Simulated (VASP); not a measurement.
Wanted: the native input for a VASP 6.6.1 run.

```
Task                   : single point
Functional             : RPBE
Potentials or basis    : VASP PAW PBE potentials, release 64 (Au)
Cutoff                 : 520 eV
k mesh                 : 8 × 8 × 8
Occupations            : methfessel-paxton, width 0.1 eV
Spin                   : non-collinear spin, zero start, spin-orbit coupling
Starting moments       : [[0.0, 0.0, 0.0]] μB
Dipole correction      : no
Further INCAR settings : ALGO = Normal; EDIFF = 1e-06; NBANDS = 22
```

The structure of Au lies in POSCAR:

```
Au
1.0
   -1.6572690000      1.6572690000      1.6572690000
    1.6572690000     -1.6572690000      1.6572690000
    1.6572690000      1.6572690000     -1.6572690000
Au
1
Direct
    0.0000000000      0.0000000000      0.0000000000
```

One way to write it, as run:

INCAR

```
  PREC = Accurate
  ENCUT = 520
  EDIFF = 1E-6
  ISMEAR = 1
  SIGMA = 0.1
  LREAL = F
  LASPH = T
  NELM = 150
  ALGO = Normal
  ISIF = 2
  LWAVE = F
  LCHARG = F
  MAGMOM = 0 0 0
  LORBIT = 11
  LSORBIT = T
  GGA_COMPAT = F
  LORBMOM = T
  LMAXMIX = 4
  GGA = RP
  NBANDS = 22
```

KPOINTS

```
regular mesh
0
Gamma
  8 8 8
```

Potentials or basis: VASP PAW PBE potentials, release 64 (Au).

The run is started by

```bash
$ cat potpaw_PBE.64/Au/POTCAR > POTCAR
$ mpirun -np 1 vasp_ncl > vasp.out
```

Results of the run:

| Quantity | Value |
| --- | --- |
| Pressure | 1.0 GPa |
| Net moment | 0.00 μB per cell |
| Valence electrons inside the program's atomic spheres | Au 9.59 |

Caveat: the PAW data sets were made with another functional, which shifts forces and pressure a little.

It took 15 s on 1 thread of Intel(R) Xeon(R) 6975P-C (Granite Rapids), on a shared host, peak memory 0.19 GiB.
